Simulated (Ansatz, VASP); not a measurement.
Two plane-wave programs on In5O

The input INCAR:

```
ALGO     = Normal         # electronic algorithm
EDIFF    = 1E-7           # SCF threshold, eV
EDIFFG   = -0.04          # ionic threshold
ENCUT    = 600            # plane-wave cutoff, eV
GGA      = PE             # functional
IBRION   = 2              # ionic algorithm
ISIF     = 3              # what is computed and relaxed
ISMEAR   = 0              # smearing method
LASPH    = T              # aspherical terms in the spheres
LCHARG   = F              # write CHGCAR
LREAL    = F              # projectors in reciprocal space
LWAVE    = F              # write WAVECAR
NELM     = 60             # most SCF steps
NSW      = 90             # ionic steps
PREC     = Accurate       # precision mode
SIGMA    = 0.1            # smearing width, eV
```

File KPOINTS:

```
k-points
0
Gamma
  6 6 4
```

Contents of POSCAR:

```
In5O
1.0
    4.9379708900      0.0000000000      0.0000000000
   -2.4689854500      4.2764082400      0.0000000000
    0.0000000000      0.0000000000      6.7030524100
In O
5 1
Direct
    0.6666666700      0.3333333300      0.7959949400
    0.0000000000      0.0000000000      0.0000000000
    0.6666666700      0.3333333300      0.2040050600
    0.3333333300      0.6666666700      0.2040050600
    0.3333333300      0.6666666700      0.7959949400
    0.0000000000      0.0000000000      0.5000000000
```

Input for Ansatz:

```yaml
crystal:
  lattice:
    - [4.93797089, 0.0, 0.0]
    - [-2.46898545, 4.27640824, 0.0]
    - [0.0, 0.0, 6.70305241]
  atoms:
    - { symbol: In, position: [0.66666667, 0.33333333, 0.79599494] }
    - { symbol: In, position: [0.0, 0.0, 0.0] }
    - { symbol: In, position: [0.66666667, 0.33333333, 0.20400506] }
    - { symbol: In, position: [0.33333333, 0.66666667, 0.20400506] }
    - { symbol: In, position: [0.33333333, 0.66666667, 0.79599494] }
    - { symbol: O, position: [0.0, 0.0, 0.5] }
basis:
  ecutwfc: 420
kpoints:
  mp_grid: { grid: [6, 6, 4] }
hamiltonian:
  xc: pbe
scf:
  occupations: { method: gaussian, width: 0.1 }
  lower_state_search: "off"
output:
  forces: true
  stress: true
  eigenvalues: true
relax:
  adjacent_minimum: "off"
  f_tol: 0.04
  max_steps: 70
  cell: { stress_tol: 0.4 }
```

Change from the starting cell: species swapped into the BaSn5 type (P6/mmm, No. 191).

Alike in both runs: task relaxation of cell and atoms; functional PBE; k mesh 6 × 6 × 4; occupations gaussian, width 0.1 eV; no spin polarisation.

|  | VASP | Ansatz |
| --- | --- | --- |
| version | VASP 6.6.1 | Ansatz 0.2.0 |
| potentials or method | VASP PAW PBE potentials, release 64 (In_d, O), cutoff 600 eV | scalar-relativistic, plane waves, PAW |
| valence electrons in the cell | 71 | 71 |

Ansatz gave:

- gap on the k mesh at the Fermi level, each at its own relaxed structure (eV): none
- relaxed volume (Å³/atom): 24.31
- relaxed length of the cell vector where the two differ most in proportion (Å): 6.194

Problem. Estimate VASP's values.

Solution. gap on the k mesh at the Fermi level, each at its own relaxed structure (eV): none; relaxed volume (Å³/atom): 24.26; relaxed length of the cell vector where the two differ most in proportion (Å): 6.183.

A gap of «none» marks a metal or a gap that the smearing closes.
